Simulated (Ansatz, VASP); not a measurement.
## One calculation of SrB, two programs

File POSCAR:

```
SrB
1.0
    0.0000000000      2.9720245450      2.9720245450
    2.9720245450      0.0000000000      2.9720245450
    2.9720245450      2.9720245450      0.0000000000
Sr B
1 1
Direct
    0.5000000000      0.5000000000      0.5000000000
    0.0000000000      0.0000000000      0.0000000000
```

The input INCAR.step1:

```
SYSTEM = SrB
  PREC = Accurate
  ENCUT = 520
  ISMEAR = 0
  SIGMA = 0.05
  LREAL = .FALSE.
  LASPH = .TRUE.
  NELM = 60
  NBANDS = 14
  GGA = PE
  ALGO = Normal
  EDIFF = 1E-4
  LWAVE = .TRUE.
  LCHARG = .FALSE.
```

Contents of INCAR.step2:

```
SYSTEM = SrB
  PREC = Accurate
  ENCUT = 520
  EDIFF = 1E-6
  ISMEAR = 0
  SIGMA = 0.05
  LREAL = .FALSE.
  LASPH = .TRUE.
  NELM = 60
  ALGO = Normal
  ISIF = 2
  LWAVE = .FALSE.
  LCHARG = .TRUE.
  METAGGA = R2SCAN
  LMIXTAU = .TRUE.
  LELF = .TRUE.
  LVHAR = .TRUE.
  NBANDS = 14
  ISTART = 1
```

KPOINTS

```
Automatic mesh
0
G
  10 10 10
  0 0 0
```

Input for Ansatz:

```yaml
crystal:
  lattice:
    - [0.0, 2.972024545, 2.972024545]
    - [2.972024545, 0.0, 2.972024545]
    - [2.972024545, 2.972024545, 0.0]
  atoms:
    - { symbol: Sr, position: [0.5, 0.5, 0.5] }
    - { symbol: B, position: [0.0, 0.0, 0.0] }
basis:
  ecutwfc: 500
  ecutrho_ratio: 4
kpoints:
  mp_grid: { grid: [10, 10, 10] }
hamiltonian:
  xc: r2scan
scf:
  occupations: { method: gaussian, width: 0.05 }
output:
  forces: true
  stress: true
  eigenvalues: true
```

Alike in both runs: task single point; functional r2SCAN; k mesh 10 × 10 × 10; occupations gaussian, width 0.05 eV; no spin polarisation.

|  | VASP | Ansatz |
| --- | --- | --- |
| version | VASP 6.6.1 | Ansatz 0.2.0 |
| potentials or method | VASP PAW PBE potentials, release 64 (Sr_sv, B), cutoff 520 eV | scalar-relativistic, plane waves, PAW |
| valence electrons in the cell | 13 | 13 |

```tsv
	VASP	Ansatz	Ansatz less VASP
gap on the k mesh at the Fermi level (eV)	none	none	-
pressure (GPa)	0.8	0.8	-0.06
```

VASP's potentials were made for PBE, not for r2SCAN. A gap of «none» marks a metal or a gap that the smearing closes.
